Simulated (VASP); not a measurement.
Pt, 1 atom in the cell. Symmetry: Fm-3m, No. 225, cubic system. The conventional cell has a = 3.970 Å, b = 3.970 Å, c = 3.970 Å, α = 90.00°, β = 90.00°, γ = 90.00°. Pt (site symmetry m-3m) has 12 Pt at 2.81 Å within 3.7 Å. 

| Property | Result |
| --- | --- |
| Program | VASP 6.6.1 |
| Task | single point |
| Functional | PBE |
| Potentials or basis | VASP PAW PBE potentials, release 64 (Pt) |
| Cutoff | 520 eV |
| k mesh | 12 × 12 × 17 |
| Occupations | gaussian, width 0.1 eV |
| Spin | no spin polarisation |
| Dipole correction | no |
| Further INCAR settings | ALGO = Fast; EDIFF = 1e-06; NBANDS = 11; ISYM = 0 |

Potentials or basis: VASP PAW PBE potentials, release 64 (Pt).

Command:

```bash
$ cat potpaw_PBE.64/Pt/POTCAR > POTCAR
$ mpirun -np 1 vasp_std > vasp.out
```

Hardware: 1 thread of Intel(R) Xeon(R) 6975P-C (Granite Rapids) (shared host).

Question: How long does it take, and how much memory?

Answer: It took 60 s on 1 thread of Intel(R) Xeon(R) 6975P-C (Granite Rapids), on a shared host, peak memory 0.32 GiB. Counts: scf iterations 12, k points 1226.
